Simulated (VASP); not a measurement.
Input of a VASP 6.6.1 run:

The input INCAR:

```
SYSTEM = N
  PREC = Accurate
  ENCUT = 520
  EDIFF = 1E-6
  ISMEAR = -1
  SIGMA = 0.01
  LREAL = .FALSE.
  LASPH = .TRUE.
  NELM = 100
  ALGO = Normal
  ISIF = 2
  LWAVE = .FALSE.
  LCHARG = .FALSE.
  IBRION = 2
  NSW = 100
  EDIFFG = -0.003
```

File KPOINTS:

```
regular mesh
0
G
  1 1 1
  0 0 0
```

POSCAR

```
N
1.0
    9.0000000000      0.0000000000      0.0000000000
    0.0000000000      9.2000000000      0.0000000000
    0.0000000000      0.0000000000     10.1000000000
N
2
Direct
    0.5000000000      0.5000000000      0.4455445500
    0.5000000000      0.5000000000      0.5544554500
```

Potentials or basis: VASP PAW LDA potentials, release 64 (N).

Launch:

```console
$ cat potpaw_LDA.64/N/POTCAR > POTCAR
$ mpirun -np 1 vasp_gam > vasp.out
```

(1) What does it give for the energy gained by relaxing?

(2) Predict the band gap on the k mesh.

Results:

(1) 0.3 meV/atom.

(2) 8.09 eV.

Caveat: the standard files for N, O and F lose accuracy on very short bonds.
